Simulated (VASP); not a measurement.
# O: single point with PBE

System: O.

```
O
1.0
     7.15700    0.00000    0.00000
     0.00000    7.15700    0.00000
     0.00000    0.00000    7.15700
O
12
Direct
  0.12328 0.68582 0.56352
  0.11678 0.82195 0.45195
  0.74671 0.01214 0.61534
  0.76652 0.13042 0.49946
  0.25304 0.50109 0.03218
  0.08879 0.53520 0.07056
  0.58360 0.50317 0.84217
  0.52025 0.57218 0.69624
  0.12774 0.18203 0.74067
  0.28647 0.10901 0.72958
  0.75023 0.87479 0.11839
  0.72127 0.91143 0.95242
```

```yaml
Program: VASP 6.6.1
Task: single point
Functional: PBE
Potentials_or_basis: VASP PAW PBE potentials, release 64 (O_h)
Cutoff: 1000 eV
k_mesh: 1 × 1 × 1
Occupations: fermi-dirac, width 0.02 eV
Spin: collinear spin, ferromagnetic start
Starting_moments: "[0.56, 0.56, 0.56, 0.56, 0.56, 0.56, 0.56, 0.56, 0.56, 0.56, 0.56, 0.56] μB"
```

```json
{
 "Pressure": "-0.8 GPa",
 "Largest force": "2.574 eV/Å",
 "Net moment": "12.00 μB per cell",
 "Site moments": "O +0.62 μB",
 "Valence electrons inside the program's atomic spheres": "O 3.28, 3.33, 3.30, 3.29 (each value once)"
}
```

Forces in eV/Å, atoms in the order of the input:
```
O   -0.120  1.977 -1.637
O    0.099 -2.021  1.591
O   -0.255 -1.337  1.058
O    0.206  1.450 -1.396
O   -0.919  0.173  0.276
O    0.776 -0.165 -0.181
O   -0.404  0.566 -1.319
O    0.573 -0.602  1.229
O    1.982 -0.881 -0.121
O   -1.923  0.913  0.159
O   -0.168  0.184 -0.912
O    0.152 -0.258  1.252
```

Stress tensor (GPa, compression positive):
```
-1.23  0.82 -0.35
 0.82 -0.57  0.47
-0.35  0.47 -0.68
```

Levels at points of the mesh, in eV from the Fermi level:
Spin up:
```tsv
k point	band 40	band 41	band 42	band 43	band 44	band 45
(0.00, 0.00, 0.00)	-0.87	-0.54	-0.49	5.02	6.67	6.90
```
Spin down:
```tsv
k point	band 27	band 28	band 29	band 30	band 31	band 32	band 33	band 34
(0.00, 0.00, 0.00)	-5.18	-5.10	-5.05	-4.92	1.07	1.13	1.15	1.20
```

Run time: 2.1 min on 1 thread of AMD EPYC 7R43 64-Core Processor (Zen 3), on a shared host, peak memory 1.2 GiB.

Caveat: the k points lie up to 0.88 Å⁻¹ apart, too coarse for converged energies, forces and pressures.
